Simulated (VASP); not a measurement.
Write the native input for VASP 6.6.1 that does the following.

```yaml
Task: single point
Functional: PBE
Potentials_or_basis: VASP PAW PBE potentials, release 64 (Zr_sv)
Cutoff: 500 eV
k_mesh: 13 × 13 × 13
Occupations: fermi-dirac, width 0.05 eV
Spin: no spin polarisation
Dipole_correction: no
Further_INCAR_settings: ALGO = Normal; EDIFF = 1e-06; NBANDS = 12
```

The structure of Zr lies in POSCAR:

```
Zr
1.0
   -1.7866668062      1.7866668062      1.7866668062
    1.7866668062     -1.7866668062      1.7866668062
    1.7866668062      1.7866668062     -1.7866668062
Zr
1
Direct
    0.0000000000      0.0000000000      0.0000000000
```

These files were run (other wordings do the same):

INCAR

```
SYSTEM = Zr
  PREC = Accurate
  ENCUT = 500
  EDIFF = 1E-6
  ISMEAR = -1
  SIGMA = 0.05
  LREAL = .False.
  LASPH = .True.
  NELM = 120
  ALGO = Normal
  ISIF = 2
  LWAVE = .False.
  LCHARG = .False.
  GGA = PE
  NBANDS = 12
  GGA_COMPAT = .False.
```

KPOINTS

```
Automatic mesh
0
Gamma
  13 13 13
  0 0 0
```

Potentials or basis: VASP PAW PBE potentials, release 64 (Zr_sv).

Run with:

```sh
$ cat potpaw_PBE.64/Zr_sv/POTCAR > POTCAR
$ mpirun -np 1 vasp_std > vasp.out
```

Results of the run:

The pressure is 0.0 GPa and the band gap on the k mesh is zero (band 6 reaches 10.07 eV, above the bottom of band 7 at 8.34 eV).

Wall time 13 s on 1 thread of Intel(R) Xeon(R) Platinum 8488C (Sapphire Rapids), on a shared host, peak memory 0.14 GiB.
